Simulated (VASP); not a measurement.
Runs of VASP 6.6.1 on C. The structure is that of space group Fd-3m (No. 227), or close to it. The cells are those of the table. 

```tsv
task	cell	k mesh	cutoff (eV)	gap on the mesh (eV)	pressure (GPa)
single point	a = 2.604 Å, angles 60.0°, 2 atoms	13 × 13 × 13	520	(a)	-27.6
relaxation of cell and atoms	relaxed from a = 2.522 Å, angles 60.0°, 2 atoms	8 × 8 × 8	600	4.09	0.0
single point	a = 2.635 Å, angles 60.0°, 2 atoms	13 × 13 × 13	520	(c)	-38.1
single point	a = 2.503 Å, angles 60.0°, 2 atoms	13 × 13 × 13	520	4.18	19.0
single point	a = 2.538 Å, angles 60.0°, 2 atoms	8 × 8 × 8	520	4.09	0.5
single point	a = 2.538 Å, angles 60.0°, 2 atoms	13 × 13 × 13	520	4.10	0.5
single point	a = 2.468 Å, angles 60.0°, 2 atoms	13 × 13 × 13	520	(b)	41.5
single point	a = 2.538 Å, angles 60.0°, 2 atoms	14 × 14 × 14	520	4.09	0.5
```

Alike in all rows: level RPBE; potentials or basis VASP PAW PBE potentials, release 64 (C); no spin polarisation; smearing fermi-dirac 0.05 eV.

Problem. Fill in the values left out.

Solution. (a) 3.95; (b) 4.27; (c) 3.87.

Caveats: the PAW data sets were made with another functional, which shifts forces and pressure a little.

A k mesh can miss the band edges.
